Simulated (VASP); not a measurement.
# TePb (P6_3/mmc) in VASP: settings compared

Aim: see how the results for TePb move with the level of theory and the settings. Levels: PBEsol, PBEsol+D3(BJ), PBEsol+D4. Tasks: single point.

All numbers are computed with VASP 6.6.1; they aren't measurements. Logs are shortened: lines on timing, memory, paths and dates and some standing lists are left out, and cuts for length are marked.

## Step 1: The cell of the first run

The structure is hexagonal, space group P6_3/mmc (No. 194). Conventional cell: a = 4.544 Å, b = 4.544 Å, c = 7.926 Å, α = 90.00°, β = 90.00°, γ = 120.00°. Pb (site symmetry -3m) has 6 Te at 3.29 Å and 2 Pb at 3.96 Å within 4.3 Å. Te (site symmetry -6m2) has 6 Pb at 3.29 Å within 4.3 Å.

## Step 2: Single point, PBEsol

File INCAR:

```
ALGO = Normal
EDIFF = 1E-6
ENCUT = 520
GGA = PS
ISIF = 2
ISMEAR = -1
LASPH = T
LCHARG = F
LREAL = F
LWAVE = F
NBANDS = 28
NELM = 80
PREC = Accurate
SIGMA = 0.02
```

File KPOINTS:

```
k-points
0
Gamma
  6 6 2
```

File POSCAR:

```
TePb
1.0
    4.5439515437      0.0000000000      0.0000000000
   -2.2719757718      3.9351774704      0.0000000000
    0.0000000000      0.0000000000      7.9257636037
Pb Te
2 2
Direct
    0.0000000000      0.0000000000      0.0000000000
    0.0000000000      0.0000000000      0.5000000000
    0.3333333333      0.6666666667      0.2500000000
    0.6666666667      0.3333333333      0.7500000000
```

Potentials or basis: VASP PAW PBE potentials, release 64 (Pb_d, Te).

Started as:

```sh
cat potpaw_PBE.64/Pb_d/POTCAR potpaw_PBE.64/Te/POTCAR > POTCAR
mpirun -np 1 vasp_std > vasp.out
```

OUTCAR:

```text
EDIFF = 1E-6
   ENCUT = 520
   GGA = PS
   ISIF = 2
   ISMEAR = -1
   LASPH = T
   LREAL = F
   NELM = 80
   PREC = Accurate

 ion  position               nearest neighbor table
   1  0.000  0.000  0.000-   3 3.29   4 3.29   3 3.29   4 3.29   4 3.29   3 3.29   2 3.96   2 3.96

   2  0.000  0.000  0.500-   3 3.29   4 3.29   3 3.29   4 3.29   4 3.29   3 3.29   1 3.96   1 3.96

   3  0.333  0.667  0.250-   1 3.29   2 3.29   1 3.29   2 3.29   1 3.29   2 3.29
   4  0.667  0.333  0.750-   1 3.29   2 3.29   1 3.29   2 3.29   1 3.29   2 3.29

  LATTYP: Found a hexagonal cell.
 ALAT       =     4.5439515437
 C/A-ratio  =     1.7442447455

  Lattice vectors:

 A1 = (   4.5439515437,   0.0000000000,   0.0000000000)
 A2 = (  -2.2719757718,   3.9351774704,   0.0000000000)
 A3 = (   0.0000000000,   0.0000000000,   7.9257636037)

Analysis of symmetry for initial positions (statically):
=====================================================================
 Subroutine PRICEL returns:
 Original cell was already a primitive cell.

 Routine SETGRP: Setting up the symmetry group for a
 hexagonal supercell.

 Subroutine GETGRP returns: Found 24 space group operations
 (whereof 12 operations were pure point group operations)
 out of a pool of 24 trial point group operations.

The static configuration has the point symmetry D_3d.
 The point group associated with its full space group is D_6h.

Analysis of symmetry for dynamics (positions and initial velocities):
=====================================================================
 Subroutine PRICEL returns:
 Original cell was already a primitive cell.

 Routine SETGRP: Setting up the symmetry group for a
 hexagonal supercell.

 Subroutine GETGRP returns: Found 24 space group operations
 (whereof 12 operations were pure point group operations)
 out of a pool of 24 trial point group operations.

The dynamic configuration has the point symmetry D_3d.
 The point group associated with its full space group is D_6h.

 Subroutine INISYM returns: Found 24 space group operations
 (whereof 12 operations are pure point group operations),
 and found     1 'primitive' translations

----------------------------------------------------------------------------------------

                                     Primitive cell

  volume of cell :     141.7226

  direct lattice vectors                    reciprocal lattice vectors
     4.543951544  0.000000000  0.000000000     0.220072769  0.127059073  0.000000000
    -2.271975772  3.935177470  0.000000000     0.000000000  0.254118145  0.000000000
     0.000000000  0.000000000  7.925763604     0.000000000  0.000000000  0.126170808

  length of vectors
     4.543951544  4.543951544  7.925763604     0.254118145  0.254118145  0.126170808

  position of ions in fractional coordinates (direct lattice)
     0.000000000  0.000000000  0.000000000
     0.000000000  0.000000000  0.500000000
     0.333333333  0.666666667  0.250000000
     0.666666667  0.333333333  0.750000000

  ion indices of the primitive-cell ions
   primitive index   ion index
                 1           1
                 2           2
                 3           3
                 4           4

----------------------------------------------------------------------------------------

 KPOINTS: k-points

Automatic generation of k-mesh.
 Grid dimensions read from file:
 generate k-points for:    6    6    2

 Generating k-lattice:

  Cartesian coordinates                     Fractional coordinates (reciprocal lattice)
     0.036678795  0.021176512  0.000000000     0.166666667  0.000000000  0.000000000
     0.000000000  0.042353024  0.000000000     0.000000000  0.166666667  0.000000000
     0.000000000  0.000000000  0.063085404     0.000000000  0.000000000  0.500000000

  Length of vectors
     0.042353024  0.042353024  0.063085404

  Shift w.r.t. Gamma in fractional coordinates (k-lattice)
     0.000000000  0.000000000  0.000000000

 Subroutine IBZKPT returns following result:
 ===========================================

 Found     14 irreducible k-points:

 Following reciprocal coordinates:
            Coordinates               Weight
  0.000000  0.000000  0.000000      1.000000
  0.166667 -0.000000  0.000000      6.000000
  0.333333 -0.000000  0.000000      6.000000
  0.500000 -0.000000  0.000000      3.000000
  0.166667  0.166667  0.000000      6.000000
  0.333333  0.166667  0.000000     12.000000
  0.333333  0.333333  0.000000      2.000000
  0.000000  0.000000  0.500000      1.000000
  0.166667 -0.000000  0.500000      6.000000
  0.333333 -0.000000  0.500000      6.000000
  0.500000 -0.000000  0.500000      3.000000
  0.166667  0.166667  0.500000      6.000000
  0.333333  0.166667  0.500000     12.000000
  0.333333  0.333333  0.500000      2.000000
   k-points           NKPTS =     14   k-points in BZ     NKDIM =     14   number of bands    NBANDS=     28
   number of dos      NEDOS =    301   number of ions     NIONS =      4
   total plane-waves  NPLWV =  77760
   dimension x,y,z NGX =    36 NGY =   36 NGZ =   60
   dimension x,y,z NGXF=    72 NGYF=   72 NGZF=  120
   ions per type =               2   2
   NGX,Y,Z   is equivalent  to a cutoff of  13.17, 13.17, 12.59 a.u.
   NGXF,Y,Z  is equivalent  to a cutoff of  26.34, 26.34, 25.17 a.u.
 SYSTEM =  unknown system
   PREC   = accura    normal or accurate (medium, high low for compatibility)
   ISTART =      0    job   : 0-new  1-cont  2-samecut
   ICHARG =      2    charge: 1-file 2-atom 10-const
   ISPIN  =      1    spin polarized calculation?
   LNONCOLLINEAR =      F non collinear calculations
   LSORBIT =      F    spin-orbit coupling
   LASPH  =      T    aspherical Exc in radial PAW
   ENCUT  =  520.0 eV  38.22 Ry    6.18 a.u.   8.45  8.45 14.74*2*pi/ulx,y,z
   NELM   =     80;   NELMIN=  2; NELMDL= -5     # of ELM steps
   EDIFF  = 0.1E-05   stopping-criterion for ELM
   LREAL  =      F    real-space projection
   EDIFFG = 0.1E-04   stopping-criterion for IOM
   NSW    =      0    number of steps for IOM
   IBRION =     -1    ionic relax: 0-MD 1-quasi-New 2-CG
   NFREE  =      0    steps in history (QN), initial steepest desc. (CG)
   ISIF   =      2    stress and relaxation
   ISYM   =      2    0-nonsym 1-usesym 2-fastsym
   POTIM  = 0.5000    time-step for ionic-motion
   TEBEG  =    0.0;   TEEND  =   0.0 temperature during run
   PSTRESS=    0.0 pullay stress
   NELECT =      40.0000    total number of electrons
   NUPDOWN=      -1.0000    fix difference up-down
   EMIN   =  10.00;   EMAX   =-10.00  energy-range for DOS
   EFERMI =   0.00;   METHOD = LEGACY
   ISMEAR =    -1;   SIGMA  =   0.02  broadening in eV -4-tet -1-fermi 0-gaus
   EFERMI_NEDOS =   21; number of points for ismear=-14 and -15
   IALGO  =     38    algorithm
   IMIX   =      4    mixing-type and parameters
     AMIX     =   0.40;   BMIX     =  1.00
     AMIX_MAG =   1.60;   BMIX_MAG =  1.00
  volume/ion in A,a.u.               =      35.43       239.10
  Fermi-wavevector in a.u.,A,eV,Ry     =   1.073862  2.029305 15.689959  1.153179
  Thomas-Fermi vector in A             =   2.209674
   LORBIT       =      0    0 simple, 1 ext, 2 COOP (PROOUT), +10 PAW based schemes
   GGA     = PS    functional components
   LHFCALC =     F    Hartree Fock is set to
   AEXX    =    0.0000 exact exchange contribution
   IVDW    =     0    specifies the selected vdW correction
   LEPSILON=     F    determine dielectric tensor
   LRPA    =     F    only Hartree local field effects (RPA)
 non-spin polarized calculation
  energy-cutoff  :      520.00
  volume of cell :      141.72
 maximum number of plane-waves:      3846
 NGX is ok and might be reduce to    36
   NGX = 17   NGY = 17   NGZ = 29

 number of electron      40.0000007 magnetization

 Free energy of the ion-electron system (eV)
  ---------------------------------------------------
  ext. energy  EPLUGINS =         0.00000000
  ---------------------------------------------------
  free energy    TOTEN  =       -16.28832183 eV

  energy without entropy =      -16.28702349  energy(sigma->0) =      -16.28767266

 E-fermi :   5.4611     XC(G=0):  -9.2362

 val. band max:        5.4544654123   @ k =   0.3333   0.3333   0.0000
 cond. band min:       5.5312768934   @ k =   0.5000  -0.0000   0.0000
 fundamental gap:      0.0768114811
 Fermi energy:         5.4610607878

 k-point     1 :       0.0000    0.0000    0.0000
  band No.  band energies     occupation
      1     -11.7544      2.00000
      2     -11.7406      2.00000
      3     -11.7406      2.00000
      4     -11.7274      2.00000
      5     -11.7274      2.00000
      6     -11.7170      2.00000
[... 20 lines left out ...]
     27       9.7788      0.00000
     28      11.3281      0.00000

 k-point     2 :       0.1667   -0.0000    0.0000
  band No.  band energies     occupation
      1     -11.7525      2.00000
      2     -11.7485      2.00000
      3     -11.7373      2.00000
      4     -11.7292      2.00000
      5     -11.7224      2.00000
      6     -11.7195      2.00000
[... 20 lines left out ...]
     27       9.9349      0.00000
     28      10.5255      0.00000

 k-point     3 :       0.3333   -0.0000    0.0000
  band No.  band energies     occupation
      1     -11.7683      2.00000
      2     -11.7470      2.00000
      3     -11.7345      2.00000
      4     -11.7337      2.00000
      5     -11.7219      2.00000
      6     -11.7129      2.00000
[... 20 lines left out ...]
     27      10.1182      0.00000
     28      11.9711      0.00000

 k-point     4 :       0.5000   -0.0000    0.0000
  band No.  band energies     occupation
      1     -11.7779      2.00000
      2     -11.7454      2.00000
      3     -11.7363      2.00000
      4     -11.7345      2.00000
      5     -11.7222      2.00000
      6     -11.7086      2.00000
[... 268 lines left out ...]
     27      10.4046      0.00000
     28      10.4046      0.00000

 k-point    13 :       0.3333    0.1667    0.5000
  band No.  band energies     occupation
      1     -11.7485      2.00000
      2     -11.7485      2.00000
      3     -11.7240      2.00000
      4     -11.7240      2.00000
      5     -11.7145      2.00000
      6     -11.7145      2.00000
[... 20 lines left out ...]
     27      11.1125      0.00000
     28      11.1125      0.00000

 k-point    14 :       0.3333    0.3333    0.5000
  band No.  band energies     occupation
      1     -11.7441      2.00000
      2     -11.7441      2.00000
      3     -11.7297      2.00000
      4     -11.7297      2.00000
      5     -11.7093      2.00000
      6     -11.7093      2.00000
[... 20 lines left out ...]
     27      11.4920      0.00000
     28      11.4920      0.00000

------------------------ aborting loop because EDIFF is reached ----------------------------------------

  FORCE on cell =-STRESS in cart. coord.  units (eV):
  Direction    XX          YY          ZZ          XY          YZ          ZX
  --------------------------------------------------------------------------------------
  -------------------------------------------------------------------------------------
  Total       -1.1733541     -1.1733541     -1.8650249     -0.0000000      0.0000000      0.0000000
  in kB      -13.2647947    -13.2647947    -21.0841494     -0.0000000      0.0000000      0.0000000
  external PRESSURE =     -15.8712463 kB  Pullay stress =       0.0000000 kB

 VOLUME and BASIS-vectors are now :
 -----------------------------------------------------------------------------
  energy-cutoff  :      520.00
  volume of cell :      141.72
      direct lattice vectors                 reciprocal lattice vectors
     4.543951544  0.000000000  0.000000000     0.220072769  0.127059073  0.000000000
    -2.271975772  3.935177470  0.000000000     0.000000000  0.254118145  0.000000000
     0.000000000  0.000000000  7.925763604     0.000000000  0.000000000  0.126170808

 POSITION                                       TOTAL-FORCE (eV/Angst)
 -----------------------------------------------------------------------------------
      0.00000      0.00000      0.00000        -0.000000      0.000000     -0.000000
      0.00000      0.00000      3.96288        -0.000000      0.000000     -0.000000
     -0.00000      2.62345      1.98144        -0.000000      0.000000     -0.000000
      2.27198      1.31173      5.94432         0.000000      0.000000      0.000000
 -----------------------------------------------------------------------------------
    total drift:                               -0.000000      0.000000     -0.000000

  FREE ENERGIE OF THE ION-ELECTRON SYSTEM (eV)
  ---------------------------------------------------
  free  energy   TOTEN  =       -16.2883218288 eV

  energy  without entropy=      -16.2870234899  energy(sigma->0) =      -16.28767266
```

Run time: 46 s. Hardware: 1 thread of Intel Xeon Platinum 8259CL at 2.50GHz (Skylake/Cascade Lake), shared host; peak memory 0.27 GiB.

Results:

```yaml
Free_energy: -16.2883 eV
Pressure: -1.6 GPa
Band_gap_on_the_k_mesh: zero (band 20 reaches 5.45 eV, above the bottom of band 21 at 5.44 eV)
```

Levels at points of the mesh, in eV from the Fermi level:
```
           k point  band 18  band 19  band 20  band 21  band 22  band 23
(0.00, 0.00, 0.00)    -1.13    -1.13    -0.13    -0.02     1.91     1.91
(0.50, 0.00, 0.00)    -1.28    -1.27    -1.10     0.07     0.81     1.88
(0.00, 0.00, 0.50)    -1.41    -1.41    -1.41     1.98     1.98     1.98
(0.50, 0.00, 0.50)    -2.60    -2.35    -2.35     1.86     1.86     2.65
```

Caveat: the k points lie up to 0.40 Å⁻¹ apart; the PAW data sets were made with another functional, which shifts forces and pressure a little; spin-orbit coupling is left out, which moves the levels of the heavy elements.

## Step 3: Single point, PBEsol+D3(BJ)

File INCAR:

```
SYSTEM = TePb
PREC = Accurate
ENCUT = 520
EDIFF = 1E-6
ISMEAR = -1
SIGMA = 0.02
LREAL = .False.
LASPH = .True.
NELM = 100
ALGO = Normal
ISIF = 2
LWAVE = .False.
LCHARG = .True.
GGA = PS
IVDW = 12
LELF = .True.
LVHAR = .True.
NBANDS = 28
```

File KPOINTS:

```
Automatic mesh
0
Gamma
  6 6 2
  0 0 0
```

POSCAR is that of step 2.

Potentials or basis: VASP PAW PBE potentials, release 64 (Pb_d, Te).

Started as:

```sh
cat potpaw_PBE.64/Pb_d/POTCAR potpaw_PBE.64/Te/POTCAR > POTCAR
mpirun -np 1 vasp_std > vasp.out
```

It took 47 s on 1 thread of Intel Xeon Platinum 8259CL at 2.50GHz (Skylake/Cascade Lake), shared host; peak memory 0.28 GiB.

Results (log left out):

```yaml
Free_energy: -17.8315 eV
Pressure: -3.3 GPa
Band_gap_on_the_k_mesh: zero (band 20 reaches 5.45 eV, above the bottom of band 21 at 5.44 eV)
Dispersion_energy_per_atom: -0.386 eV
```

Stress tensor (GPa, compression positive):
```
-3.02  0.00  0.00
 0.00 -3.02  0.00
 0.00  0.00 -3.84
```

Levels at points of the mesh, in eV from the Fermi level:
```csv
k point,band 16,band 17,band 18,band 19,band 20,band 21,band 22,band 23,band 24,band 25
"(0.00, 0.00, 0.00)",-1.68,-1.68,-1.13,-1.13,-0.13,-0.02,1.91,1.91,2.25,2.25
"(0.50, 0.00, 0.00)",-3.97,-2.94,-1.28,-1.27,-1.10,0.07,0.81,1.88,3.53,3.98
"(0.00, 0.00, 0.50)",-1.47,-1.41,-1.41,-1.41,-1.41,1.98,1.98,1.98,1.98,1.98
"(0.50, 0.00, 0.50)",-3.23,-2.60,-2.60,-2.35,-2.35,1.86,1.86,2.65,2.65,2.69
```

Caveat: the k points lie up to 0.40 Å⁻¹ apart; the PAW data sets were made with another functional, which shifts forces and pressure a little; spin-orbit coupling is left out, which moves the levels of the heavy elements; pairwise dispersion overbinds metals, which lowers pressure and volume.

## Step 4: Single point, PBEsol

File INCAR:

```
SYSTEM = TePb
  PREC = Accurate
  ENCUT = 520
  EDIFF = 1E-6
  ISMEAR = -1
  SIGMA = 0.02
  LREAL = .False.
  LASPH = .True.
  NELM = 100
  ALGO = Normal
  ISIF = 2
  LWAVE = .False.
  LCHARG = .True.
  GGA = PS
  LELF = .True.
  LVHAR = .True.
  NBANDS = 28
```

KPOINTS is that of step 3.

POSCAR is that of step 3.

Started as:

```sh
cat potpaw_PBE.64/Pb_d/POTCAR potpaw_PBE.64/Te/POTCAR > POTCAR
mpirun -np 1 vasp_std > vasp.out
```

It took 46 s on 1 thread of Intel Xeon Platinum 8259CL at 2.50GHz (Skylake/Cascade Lake), shared host; peak memory 0.28 GiB.

The run converged. Its results:

```
Free energy            : -16.2883 eV
Pressure               : -1.6 GPa
Band gap on the k mesh : zero (band 20 reaches 5.45 eV, above the bottom of band 21 at 5.44 eV)
```

Stress tensor (GPa, compression positive):
```
-1.33  0.00  0.00
 0.00 -1.33  0.00
 0.00  0.00 -2.11
```

Levels at points of the mesh, in eV from the Fermi level:
```tsv
k point	band 16	band 17	band 18	band 19	band 20	band 21	band 22	band 23	band 24	band 25
(0.00, 0.00, 0.00)	-1.68	-1.68	-1.13	-1.13	-0.13	-0.02	1.91	1.91	2.25	2.25
(0.50, 0.00, 0.00)	-3.97	-2.94	-1.28	-1.27	-1.10	0.07	0.81	1.88	3.53	3.98
(0.00, 0.00, 0.50)	-1.47	-1.41	-1.41	-1.41	-1.41	1.98	1.98	1.98	1.98	1.98
(0.50, 0.00, 0.50)	-3.23	-2.60	-2.60	-2.35	-2.35	1.86	1.86	2.65	2.65	2.69
```

Caveat: the k points lie up to 0.40 Å⁻¹ apart; the PAW data sets were made with another functional, which shifts forces and pressure a little; spin-orbit coupling is left out, which moves the levels of the heavy elements.

(Part 1 of 2 ends here.)
